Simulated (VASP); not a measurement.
Wanted: the native input for a VASP 6.6.1 run.

```yaml
Task: single point
Functional: PBEsol
Potentials_or_basis: VASP PAW PBE potentials, release 64 (In_d, As)
Cutoff: 500 eV
k_mesh: 7 × 7 × 7
Occupations: fermi-dirac, width 0.05 eV
Spin: no spin polarisation
Dipole_correction: no
Further_INCAR_settings: ALGO = Normal; EDIFF = 1e-06; NBANDS = 16
```

The structure of InAs lies in POSCAR:

```
InAs
1.0
    4.0691220000      0.0000000000      0.0000000000
    2.0345610000      3.5239630231      0.0000000000
    2.0345610000      1.1746543410      3.3224242004
In As
1 1
Direct
    0.5000000000      0.5000000000      0.5000000000
    0.0000000000      0.0000000000      0.0000000000
```

These files were run (other wordings do the same):

INCAR

```
SYSTEM = InAs
ALGO = Normal
EDIFF = 1E-6
ENCUT = 500
GGA = PS
GGA_COMPAT = .FALSE.
ISIF = 2
ISMEAR = -1
LASPH = .TRUE.
LCHARG = .TRUE.
LELF = .TRUE.
LREAL = .FALSE.
LVHAR = .TRUE.
LWAVE = .FALSE.
NBANDS = 16
NELM = 120
PREC = Accurate
SIGMA = 0.05
```

KPOINTS

```
k-points
0
G
  7 7 7
  0 0 0
```

Potentials or basis: VASP PAW PBE potentials, release 64 (In_d, As).

Run with:

```bash
$ cat potpaw_PBE.64/In_d/POTCAR potpaw_PBE.64/As/POTCAR > POTCAR
$ mpirun -np 1 vasp_std > vasp.out
```

Results of the run:

The pressure is -3.3 GPa. The band gap on the k mesh is zero (band 9 reaches 6.09 eV, above the bottom of band 10 at 3.62 eV).

Caveat: the PAW data sets were made with another functional, which shifts forces and pressure a little; spin-orbit coupling is left out, which moves the levels of the heavy elements.

Wall time 15 s on 1 thread of Intel(R) Xeon(R) Platinum 8488C (Sapphire Rapids) (shared host), peak memory 0.17 GiB.
